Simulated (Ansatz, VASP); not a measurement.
**One calculation of Mg6O5, two programs**

File INCAR:

```
PREC = Accurate ; ENCUT = 520
EDIFF = 1E-7 ; ISMEAR = 0
SIGMA = 0.05 ; LREAL = F
LASPH = T ; NELM = 80
ALGO = Normal ; ISIF = 2
LWAVE = F ; LCHARG = T
GGA = PS ; LELF = T
LVHAR = T ; NBANDS = 32
```

Contents of KPOINTS:

```
Automatic mesh
0
Gamma
  4 4 4
```

Contents of POSCAR:

```
Mg6O5
1.0
    5.5908553621      0.0000000000      0.0000000000
    0.0000000000      5.5908553621      0.0000000000
    0.0000000000      0.0000000000      5.5908553621
Mg O
6 5
Direct
    0.2500000000      0.0000000000      0.5000000000
    0.0000000000      0.5000000000      0.2500000000
    0.5000000000      0.7500000000      0.0000000000
    0.7500000000      0.0000000000      0.5000000000
    0.0000000000      0.5000000000      0.7500000000
    0.5000000000      0.2500000000      0.0000000000
    0.5000000000      0.0000000000      0.2500000000
    0.0000000000      0.7500000000      0.5000000000
    0.8750000000      0.3747955447      0.0000000000
    0.5000000000      0.0000000000      0.7500000000
    0.0000000000      0.2500000000      0.5000000000
```

Input for Ansatz:

```yaml
crystal:
  lattice:
    - [5.5908553621, 0.0, 0.0]
    - [0.0, 5.5908553621, 0.0]
    - [0.0, 0.0, 5.5908553621]
  atoms:
    - { symbol: Mg, position: [0.25, 0.0, 0.5] }
    - { symbol: Mg, position: [0.0, 0.5, 0.25] }
    - { symbol: Mg, position: [0.5, 0.75, 0.0] }
    - { symbol: Mg, position: [0.75, 0.0, 0.5] }
    - { symbol: Mg, position: [0.0, 0.5, 0.75] }
    - { symbol: Mg, position: [0.5, 0.25, 0.0] }
    - { symbol: O, position: [0.5, 0.0, 0.25] }
    - { symbol: O, position: [0.0, 0.75, 0.5] }
    - { symbol: O, position: [0.875, 0.3747955447, 0.0] }
    - { symbol: O, position: [0.5, 0.0, 0.75] }
    - { symbol: O, position: [0.0, 0.25, 0.5] }
basis:
  ecutwfc: 420
kpoints:
  mp_grid: { grid: [4, 4, 4] }
hamiltonian:
  xc: pbesol
  pseudopotentials: { kind: paw, azcp: { folder: soft_1 } }
scf:
  occupations: { method: gaussian, width: 0.05 }
output:
  forces: true
  stress: true
  eigenvalues: true
  write_density: true
  write_potential: true
  elf: true
  volumetric_format: npy
```

Change from the starting cell: O vacancy; atom 9 moved 0.250 of the way to it and -0.700 Å across, host rigid.

Alike in both runs: task single point; functional PBEsol; k mesh 4 × 4 × 4; occupations gaussian, width 0.05 eV; no spin polarisation.

```csv
,VASP,Ansatz
version,VASP 6.6.1,Ansatz 0.2.0
potentials or method,"VASP PAW PBE potentials, release 64 (Mg, O), cutoff 520 eV","scalar-relativistic, plane waves, PAW"
valence electrons in the cell,42,90
```

```tsv
	VASP	Ansatz	Ansatz less VASP
gap on the k mesh at the Fermi level (eV)	0.80	0.79	-0.006
least direct gap on the mesh (eV)	1.34	1.34	+0.001
pressure (GPa)	3.8	3.8	+0.01
traceless stress, the component that is largest in VASP (GPa)	6.12	5.91	-0.210
rms of the force components (eV/Å)	1.354	1.308	-0.0459
```

VASP's potentials were made for PBE, not for PBEsol, and Ansatz warns of the same on its side. Atom by atom the forces differ by 0.047 eV/Å (rms over components). With one functional, cell and mesh, what is left measures potentials, basis and numerics. VASP's potentials hold 42 valence electrons a cell and Ansatz's 90, so a difference there can come from the potentials and not from the codes.
